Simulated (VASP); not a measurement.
Input of a VASP 6.6.1 run:

INCAR

```
PREC = Accurate
ENCUT = 600
EDIFF = 1E-7
ISMEAR = 0
SIGMA = 0.1
LREAL = F
LASPH = T
NELM = 60
ALGO = Fast
ISIF = 3
LWAVE = F
LCHARG = F
GGA = PE
IBRION = 2
NSW = 90
EDIFFG = -0.04
```

Contents of KPOINTS:

```
Automatic mesh
0
Gamma
  6 6 1
```

Contents of POSCAR:

```
MoRu4
1.0
    2.7376662300      0.0000000000      0.0000000000
   -1.3688331100      2.3708885000      0.0000000000
    0.0000000000      0.0000000000     22.0230364100
Mo Ru
2 8
Direct
    0.6666666700      0.3333333300      0.8000000000
    0.6666666700      0.3333333300      0.2000000000
    0.3333333300      0.6666666700      0.7000000000
    0.3333333300      0.6666666700      0.9000000000
    0.3333333300      0.6666666700      0.1000000000
    0.3333333300      0.6666666700      0.3000000000
    0.3333333300      0.6666666700      0.5000000000
    0.6666666700      0.3333333300      0.0000000000
    0.6666666700      0.3333333300      0.4000000000
    0.6666666700      0.3333333300      0.6000000000
```

Potentials or basis: VASP PAW PBE potentials, release 64 (Mo_sv, Ru_pv).

The run is started by

```sh
$ cat potpaw_PBE.64/Mo_sv/POTCAR potpaw_PBE.64/Ru_pv/POTCAR > POTCAR
$ mpirun -np 1 vasp_std > vasp.out
```

**Question.** Estimate the space group after relaxing (to 0.1 Å).

**Answer.** P-6m2 (No. 187).

**Question.** What does it give for the relaxed cell?

**Answer.** a = 2.738 Å, b = 2.738 Å, c = 21.859 Å, α = 90.00°, β = 90.00°, γ = 120.00°.

**Question.** Predict the band gap on the k mesh.

**Answer.** Zero (bands 70 and 71 overlap by 2.36 eV).

**Question.** Predict the relaxed volume.

**Answer.** 14.19 Å³/atom.

The path:
```
step  energy change (eV)  largest force (eV/Å)  pressure (GPa)  volume (Å³)
   1              0.0000                0.5307           -2.10       142.94
   2             -0.0056                0.3155            6.35       139.10
   3             -0.0422                0.3816            2.11       140.92
   4             -0.0718                0.1814           -1.05       142.49
   5             -0.0739                0.2245           -0.44       142.16
   6             -0.0894                0.1342           -0.08       141.97
   7             -0.0899                0.1416            0.01       141.92
   8             -0.0919                0.1004            0.01       141.93
   9             -0.0944                0.0254            0.01       141.95
```

Caveat: the k points lie up to 0.44 Å⁻¹ apart in the final cell, too coarse for converged energies and pressures of a metal.
